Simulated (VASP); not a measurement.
# Na3H (P4/mmm) in VASP: notebook

Runs on Na3H. Level: PBE. Tasks: single point, relaxation of cell and atoms.

Everything below comes from runs of VASP 6.6.1. Logs are shortened: lines on timing, memory, paths and dates and some standing lists are left out, and cuts for length are marked.

## 1. The cell of the first run

It takes space group P4/mmm (No. 123, tetragonal). Conventional cell: a = 4.036 Å, b = 4.036 Å, c = 3.994 Å, α = 90.00°, β = 90.00°, γ = 90.00°. Na (site symmetry mmm) has 8 Na at 2.84 to 2.85 Å and 4 H at 2.84 Å within 3.7 Å. Na (site symmetry 4/mmm) has 8 Na at 2.84 Å and 4 H at 2.85 Å within 3.7 Å. H (site symmetry 4/mmm) has 12 Na at 2.84 to 2.85 Å within 3.7 Å.

## 2. Single point, PBE

INCAR

```
PREC = Accurate ; ENCUT = 520
EDIFF = 1E-6 ; ISMEAR = 0
SIGMA = 0.1 ; LREAL = False
LASPH = True ; NELM = 80
ALGO = Normal ; ISIF = 2
LWAVE = False ; LCHARG = True
GGA = PE ; LELF = True
LVHAR = True ; NBANDS = 19
```

KPOINTS

```
Automatic mesh
0
Gamma
  4 4 4
```

POSCAR

```
Na3H
1.0
    4.0358426600      0.0000000000      0.0000000000
    0.0000000000      4.0358426600      0.0000000000
    0.0000000000      0.0000000000      3.9943597200
Na H
3 1
Direct
    0.0000000000      0.5000000000      0.5000000000
    0.5000000000      0.0000000000      0.5000000000
    0.5000000000      0.5000000000      0.0000000000
    0.0000000000      0.0000000000      0.0000000000
```

Potentials or basis: VASP PAW PBE potentials, release 64 (Na_pv, H).

Launch:

```sh
$ cat potpaw_PBE.64/Na_pv/POTCAR potpaw_PBE.64/H/POTCAR > POTCAR
$ mpirun -np 1 vasp_std > vasp.out
```

OUTCAR:

```text
PREC = Accurate
   ENCUT = 520
   EDIFF = 1E-6
   ISMEAR = 0
   LREAL = False
   LASPH = True
   NELM = 80
   ISIF = 2
   GGA = PE

 ion  position               nearest neighbor table
   1  0.000  0.500  0.500-
   2  0.500  0.000  0.500-
   3  0.500  0.500  0.000-
   4  0.000  0.000  0.000-

  LATTYP: Found a simple tetragonal cell.
 ALAT       =     4.0358426600
 C/A-ratio  =     0.9897213684

  Lattice vectors:

 A1 = (   4.0358426600,   0.0000000000,   0.0000000000)
 A2 = (   0.0000000000,   4.0358426600,   0.0000000000)
 A3 = (   0.0000000000,   0.0000000000,   3.9943597200)

Analysis of symmetry for initial positions (statically):
=====================================================================
 Subroutine PRICEL returns:
 Original cell was already a primitive cell.

 Routine SETGRP: Setting up the symmetry group for a
 simple tetragonal supercell.

 Subroutine GETGRP returns: Found 16 space group operations
 (whereof 16 operations were pure point group operations)
 out of a pool of 16 trial point group operations.

The static configuration has the point symmetry D_4h.

Analysis of symmetry for dynamics (positions and initial velocities):
=====================================================================
 Subroutine PRICEL returns:
 Original cell was already a primitive cell.

 Routine SETGRP: Setting up the symmetry group for a
 simple tetragonal supercell.

 Subroutine GETGRP returns: Found 16 space group operations
 (whereof 16 operations were pure point group operations)
 out of a pool of 16 trial point group operations.

The dynamic configuration has the point symmetry D_4h.

 Subroutine INISYM returns: Found 16 space group operations
 (whereof 16 operations are pure point group operations),
 and found     1 'primitive' translations

----------------------------------------------------------------------------------------

                                     Primitive cell

  volume of cell :      65.0602

  direct lattice vectors                    reciprocal lattice vectors
     4.035842660  0.000000000  0.000000000     0.247779729  0.000000000  0.000000000
     0.000000000  4.035842660  0.000000000     0.000000000  0.247779729  0.000000000
     0.000000000  0.000000000  3.994359720     0.000000000  0.000000000  0.250353015

  length of vectors
     4.035842660  4.035842660  3.994359720     0.247779729  0.247779729  0.250353015

  position of ions in fractional coordinates (direct lattice)
     0.000000000  0.500000000  0.500000000
     0.500000000  0.000000000  0.500000000
     0.500000000  0.500000000  0.000000000
     0.000000000  0.000000000  0.000000000

  ion indices of the primitive-cell ions
   primitive index   ion index
                 1           1
                 2           2
                 3           3
                 4           4

----------------------------------------------------------------------------------------

 KPOINTS: Automatic mesh

Automatic generation of k-mesh.
 Grid dimensions read from file:
 generate k-points for:    4    4    4

 Generating k-lattice:

  Cartesian coordinates                     Fractional coordinates (reciprocal lattice)
     0.061944932  0.000000000  0.000000000     0.250000000  0.000000000  0.000000000
     0.000000000  0.061944932  0.000000000     0.000000000  0.250000000  0.000000000
     0.000000000  0.000000000  0.062588254     0.000000000  0.000000000  0.250000000

  Length of vectors
     0.061944932  0.061944932  0.062588254

  Shift w.r.t. Gamma in fractional coordinates (k-lattice)
     0.000000000  0.000000000  0.000000000

 Subroutine IBZKPT returns following result:
 ===========================================

 Found     18 irreducible k-points:

 Following reciprocal coordinates:
            Coordinates               Weight
  0.000000  0.000000  0.000000      1.000000
  0.250000  0.000000  0.000000      4.000000
  0.500000  0.000000  0.000000      2.000000
  0.250000  0.250000  0.000000      4.000000
  0.500000  0.250000  0.000000      4.000000
  0.500000  0.500000  0.000000      1.000000
[... 10 lines left out ...]
  0.500000  0.250000  0.500000      4.000000
  0.500000  0.500000  0.500000      1.000000
   k-points           NKPTS =     18   k-points in BZ     NKDIM =     18   number of bands    NBANDS=     19
   number of dos      NEDOS =    301   number of ions     NIONS =      4
   total plane-waves  NPLWV =  27000
   dimension x,y,z NGX =    30 NGY =   30 NGZ =   30
   dimension x,y,z NGXF=    60 NGYF=   60 NGZF=   60
   ions per type =               3   1
   NGX,Y,Z   is equivalent  to a cutoff of  12.36, 12.36, 12.49 a.u.
   NGXF,Y,Z  is equivalent  to a cutoff of  24.72, 24.72, 24.97 a.u.
 SYSTEM =  unknown system
   PREC   = accura    normal or accurate (medium, high low for compatibility)
   ISTART =      0    job   : 0-new  1-cont  2-samecut
   ICHARG =      2    charge: 1-file 2-atom 10-const
   ISPIN  =      1    spin polarized calculation?
   LNONCOLLINEAR =      F non collinear calculations
   LSORBIT =      F    spin-orbit coupling
   LASPH  =      T    aspherical Exc in radial PAW
   ENCUT  =  520.0 eV  38.22 Ry    6.18 a.u.   7.50  7.50  7.43*2*pi/ulx,y,z
   NELM   =     80;   NELMIN=  2; NELMDL= -5     # of ELM steps
   EDIFF  = 0.1E-05   stopping-criterion for ELM
   LREAL  =      F    real-space projection
   EDIFFG = 0.1E-04   stopping-criterion for IOM
   NSW    =      0    number of steps for IOM
   IBRION =     -1    ionic relax: 0-MD 1-quasi-New 2-CG
   NFREE  =      0    steps in history (QN), initial steepest desc. (CG)
   ISIF   =      2    stress and relaxation
   ISYM   =      2    0-nonsym 1-usesym 2-fastsym
   POTIM  = 0.5000    time-step for ionic-motion
   TEBEG  =    0.0;   TEEND  =   0.0 temperature during run
   PSTRESS=    0.0 pullay stress
   NELECT =      22.0000    total number of electrons
   NUPDOWN=      -1.0000    fix difference up-down
   EMIN   =  10.00;   EMAX   =-10.00  energy-range for DOS
   EFERMI =   0.00;   METHOD = LEGACY
   ISMEAR =     0;   SIGMA  =   0.10  broadening in eV -4-tet -1-fermi 0-gaus
   EFERMI_NEDOS =   21; number of points for ismear=-14 and -15
   IALGO  =     38    algorithm
   IMIX   =      4    mixing-type and parameters
     AMIX     =   0.40;   BMIX     =  1.00
     AMIX_MAG =   1.60;   BMIX_MAG =  1.00
  volume/ion in A,a.u.               =      16.27       109.76
  Fermi-wavevector in a.u.,A,eV,Ry     =   1.140540  2.155308 17.698886  1.300831
  Thomas-Fermi vector in A             =   2.277242
   LORBIT       =      0    0 simple, 1 ext, 2 COOP (PROOUT), +10 PAW based schemes
   GGA     = PE    functional components
   LHFCALC =     F    Hartree Fock is set to
   AEXX    =    0.0000 exact exchange contribution
   IVDW    =     0    specifies the selected vdW correction
   LEPSILON=     F    determine dielectric tensor
   LRPA    =     F    only Hartree local field effects (RPA)
 non-spin polarized calculation
 Gauss-broadening in eV      SIGMA  =   0.10
  energy-cutoff  :      520.00
  volume of cell :       65.06
 maximum number of plane-waves:      1772
   NGX = 15   NGY = 15   NGZ = 15

 number of electron      21.9999931 magnetization

 Free energy of the ion-electron system (eV)
  ---------------------------------------------------
  ext. energy  EPLUGINS =         0.00000000
  ---------------------------------------------------
  free energy    TOTEN  =        -5.24389181 eV

  energy without entropy =       -5.23726558  energy(sigma->0) =       -5.24057869

 E-fermi :   2.8882     XC(G=0):  -8.3384

 val. band max:        2.7864773172   @ k =   0.5000   0.0000   0.5000
 cond. band min:       2.9023190550   @ k =   0.5000   0.5000   0.2500
 fundamental gap:      0.1158417377
 Fermi energy:         2.8882176156

 k-point     1 :       0.0000    0.0000    0.0000
  band No.  band energies     occupation
      1     -22.7566      2.00000
      2     -22.7566      2.00000
      3     -22.7551      2.00000
      4     -22.5715      2.00000
      5     -22.5713      2.00000
      6     -22.5713      2.00000
[... 11 lines left out ...]
     18      12.8535      0.00000
     19      13.0069      0.00000

 k-point     2 :       0.2500    0.0000    0.0000
  band No.  band energies     occupation
      1     -22.7329      2.00000
      2     -22.7303      2.00000
      3     -22.7208      2.00000
      4     -22.5808      2.00000
      5     -22.5802      2.00000
      6     -22.5751      2.00000
[... 11 lines left out ...]
     18      10.7583      0.00000
     19      11.2853      0.00000

 k-point     3 :       0.5000    0.0000    0.0000
  band No.  band energies     occupation
      1     -22.7013      2.00000
      2     -22.6962      2.00000
      3     -22.6449      2.00000
      4     -22.5999      2.00000
      5     -22.5976      2.00000
      6     -22.5974      2.00000
[... 11 lines left out ...]
     18       8.6797      0.00000
     19      13.4888      0.00000

 k-point     4 :       0.2500    0.2500    0.0000
  band No.  band energies     occupation
      1     -22.7479      2.00000
      2     -22.7043      2.00000
      3     -22.6694      2.00000
      4     -22.6324      2.00000
      5     -22.5853      2.00000
      6     -22.5544      2.00000
[... 275 lines left out ...]
     18      12.0576      0.00000
     19      13.0054      0.00000

 k-point    17 :       0.5000    0.2500    0.5000
  band No.  band energies     occupation
      1     -22.8154      2.00000
      2     -22.7449      2.00000
      3     -22.7033      2.00000
      4     -22.6939      2.00000
      5     -22.5143      2.00000
      6     -22.5127      2.00000
[... 11 lines left out ...]
     18      12.7893      0.00000
     19      15.5098      0.00000

 k-point    18 :       0.5000    0.5000    0.5000
  band No.  band energies     occupation
      1     -22.8666      2.00000
      2     -22.7439      2.00000
      3     -22.7439      2.00000
      4     -22.7328      2.00000
      5     -22.4769      2.00000
      6     -22.4767      2.00000
[... 11 lines left out ...]
     18      14.4939      0.00000
     19      18.8485      0.00000

------------------------ aborting loop because EDIFF is reached ----------------------------------------

  FORCE on cell =-STRESS in cart. coord.  units (eV):
  Direction    XX          YY          ZZ          XY          YZ          ZX
  --------------------------------------------------------------------------------------
  -------------------------------------------------------------------------------------
  Total        4.7326433      4.7326433      4.7444436      0.0000000      0.0000000      0.0000000
  in kB      116.5463641    116.5463641    116.8369576      0.0000000      0.0000000      0.0000000
  external PRESSURE =     116.6432286 kB  Pullay stress =       0.0000000 kB

 VOLUME and BASIS-vectors are now :
 -----------------------------------------------------------------------------
  energy-cutoff  :      520.00
  volume of cell :       65.06
      direct lattice vectors                 reciprocal lattice vectors
     4.035842660  0.000000000  0.000000000     0.247779729  0.000000000  0.000000000
     0.000000000  4.035842660  0.000000000     0.000000000  0.247779729  0.000000000
     0.000000000  0.000000000  3.994359720     0.000000000  0.000000000  0.250353015

 POSITION                                       TOTAL-FORCE (eV/Angst)
 -----------------------------------------------------------------------------------
      0.00000      2.01792      1.99718         0.000000      0.000000      0.000000
      2.01792      0.00000      1.99718         0.000000      0.000000      0.000000
      2.01792      2.01792      0.00000         0.000000      0.000000      0.000000
      0.00000      0.00000      0.00000         0.000000      0.000000      0.000000
 -----------------------------------------------------------------------------------
    total drift:                                0.000000      0.000000     -0.000000

  FREE ENERGIE OF THE ION-ELECTRON SYSTEM (eV)
  ---------------------------------------------------
  free  energy   TOTEN  =        -5.2438918099 eV

  energy  without entropy=       -5.2372655785  energy(sigma->0) =       -5.24057869
```

It took 12 s on 1 thread of Intel Xeon Platinum 8488C (Sapphire Rapids), shared host; peak memory 0.16 GiB.

What came out:

```yaml
Free_energy: -5.2439 eV
Pressure: 11.7 GPa
Band_gap_on_the_k_mesh: zero (band 11 reaches 3.83 eV, above the bottom of band 12 at 2.73 eV)
```

Levels at points of the mesh, in eV from the Fermi level:
| k point | band 9 | band 10 | band 11 | band 12 | band 13 | band 14 |
| --- | --- | --- | --- | --- | --- | --- |
| (0.00, 0.00, 0.00) | -25.35 | -6.10 | 0.02 | 3.65 | 3.65 | 3.84 |
| (0.50, 0.00, 0.00) | -25.38 | -4.73 | -2.59 | 3.26 | 4.44 | 5.27 |
| (0.50, 0.50, 0.00) | -25.35 | -3.87 | -0.49 | -0.16 | -0.16 | 5.32 |
| (0.00, 0.00, 0.50) | -25.38 | -4.69 | -2.54 | 3.23 | 4.44 | 5.30 |
| (0.50, 0.00, 0.50) | -25.34 | -3.84 | -0.45 | -0.12 | -0.10 | 5.21 |
| (0.50, 0.50, 0.50) | -25.34 | -3.30 | 0.94 | 1.58 | 1.58 | 1.60 |

Caveat: the k points lie up to 0.39 Å⁻¹ apart.

## 3. Single point, PBE

This run uses another cell than the first one, of 26.28 Å³/atom, 1.616 times its volume.

INCAR

```
PREC = Accurate
ENCUT = 520
EDIFF = 1E-6
ISMEAR = 0
SIGMA = 0.1
LREAL = False
LASPH = True
NELM = 100
ALGO = Normal
ISIF = 2
LWAVE = False
LCHARG = False
GGA = PE
NBANDS = 19
```

KPOINTS

```
Automatic mesh
0
Gamma
  10 10 10
```

POSCAR

```
Na3H
1.0
    4.7210936818      0.0000000000      0.0000000000
    0.0000000000      4.7210936818      0.0000000000
    0.0000000000      0.0000000000      4.7170202878
Na H
3 1
Direct
    0.0000000000      0.5000000000      0.5000000000
    0.5000000000      0.0000000000      0.5000000000
    0.5000000000      0.5000000000      0.0000000000
    0.0000000000      0.0000000000      0.0000000000
```

Potentials or basis: VASP PAW PBE potentials, release 64 (Na_pv, H).

Launch:

```sh
$ cat potpaw_PBE.64/Na_pv/POTCAR potpaw_PBE.64/H/POTCAR > POTCAR
$ mpirun -np 1 vasp_std > vasp.out
```

OUTCAR:

```text
PREC = Accurate
   ENCUT = 520
   EDIFF = 1E-6
   ISMEAR = 0
   LREAL = False
   LASPH = True
   NELM = 100
   ISIF = 2
   GGA = PE

 ion  position               nearest neighbor table
   1  0.000  0.500  0.500-
   2  0.500  0.000  0.500-
   3  0.500  0.500  0.000-
   4  0.000  0.000  0.000-

  LATTYP: Found a simple tetragonal cell.
 ALAT       =     4.7210936818
 C/A-ratio  =     0.9991371927

  Lattice vectors:

[... 196 lines left out ...]
      5     -24.6033      2.00000
      6     -24.6033      2.00000
[... 505 lines left out ...]
      6     -24.6012      2.00000
[... 11 lines left out ...]
     18       7.2332      0.00000
     19       7.3095      0.00000

 [... further k-points ...]
[... 5 lines left out ...]
  --------------------------------------------------------------------------------------
  -------------------------------------------------------------------------------------
  Total       -0.0062021     -0.0062021     -0.0050950      0.0000000      0.0000000     -0.0000000
  in kB       -0.0945137     -0.0945137     -0.0776424      0.0000000      0.0000000     -0.0000000
  external PRESSURE =      -0.0888899 kB  Pullay stress =       0.0000000 kB

 VOLUME and BASIS-vectors are now :
 -----------------------------------------------------------------------------
  energy-cutoff  :      520.00
  volume of cell :      105.14
      direct lattice vectors                 reciprocal lattice vectors
     4.721093682  0.000000000  0.000000000     0.211815327  0.000000000  0.000000000
     0.000000000  4.721093682  0.000000000     0.000000000  0.211815327  0.000000000
     0.000000000  0.000000000  4.717020288     0.000000000  0.000000000  0.211998240

 POSITION                                       TOTAL-FORCE (eV/Angst)
 -----------------------------------------------------------------------------------
      0.00000      2.36055      2.35851         0.000000      0.000000      0.000000
      2.36055      0.00000      2.35851         0.000000      0.000000      0.000000
      2.36055      2.36055      0.00000         0.000000      0.000000      0.000000
      0.00000      0.00000      0.00000         0.000000      0.000000      0.000000
 -----------------------------------------------------------------------------------
    total drift:                                0.000000      0.000000      0.000000

  FREE ENERGIE OF THE ION-ELECTRON SYSTEM (eV)
  ---------------------------------------------------
  free  energy   TOTEN  =        -6.2918587050 eV

  energy  without entropy=       -6.2891225207  energy(sigma->0) =       -6.29049061
```

OSZICAR:

```text
N       E                     dE             d eps       ncg     rms          rms(c)
DAV:   1     0.167593197310E+03    0.16759E+03   -0.11403E+04  4796   0.113E+03
DAV:   2     0.261918440229E+01   -0.16497E+03   -0.16272E+03  4812   0.317E+02
DAV:   3    -0.661641603267E+01   -0.92356E+01   -0.91939E+01  5498   0.903E+01
DAV:   4    -0.677042335491E+01   -0.15401E+00   -0.15395E+00  5473   0.120E+01
DAV:   5    -0.677349989637E+01   -0.30765E-02   -0.30765E-02  5394   0.179E+00    0.300E+00
DAV:   6    -0.633995912455E+01    0.43354E+00   -0.96085E-01  5594   0.214E+00    0.104E+00
DAV:   7    -0.628959022145E+01    0.50369E-01   -0.31255E-01  5990   0.127E+00    0.504E-01
DAV:   8    -0.629272300125E+01   -0.31328E-02   -0.46697E-02  4980   0.877E-01    0.131E-01
DAV:   9    -0.629198590204E+01    0.73710E-03   -0.29278E-03  5499   0.288E-01    0.644E-02
DAV:  10    -0.629181796300E+01    0.16794E-03   -0.25112E-03  5118   0.134E-01    0.342E-02
DAV:  11    -0.629186041153E+01   -0.42449E-04   -0.32230E-04  4116   0.501E-02    0.841E-03
DAV:  12    -0.629185868064E+01    0.17309E-05   -0.11832E-05  4375   0.134E-02    0.451E-03
DAV:  13    -0.629185870496E+01   -0.24322E-07   -0.74570E-06  4143   0.932E-03
   1 F= -.62918587E+01 E0= -.62904906E+01  d E =-.273618E-02
```

stdout:

```text
POSCAR found type information on POSCAR NaH
 POSCAR found :  2 types and       4 ions
 scaLAPACK will be used
 LDA part: xc-table for (Slater+PW92), standard interpolation
 POSCAR, INCAR and KPOINTS ok, starting setup
 FFT: planning ... GRIDC
 FFT: planning ... GRID_SOFT
 FFT: planning ... GRID
 WAVECAR not read
 entering main loop
```

It took 86 s on 1 thread of Intel Xeon Platinum 8488C (Sapphire Rapids), shared host; peak memory 0.32 GiB.

What came out:

- Free energy: -6.2919 eV
- Pressure: 0.0 GPa
- Band gap on the k mesh: zero (band 11 reaches 1.23 eV, above the bottom of band 12 at 0.64 eV)

(Continued in part 2 of 2.)
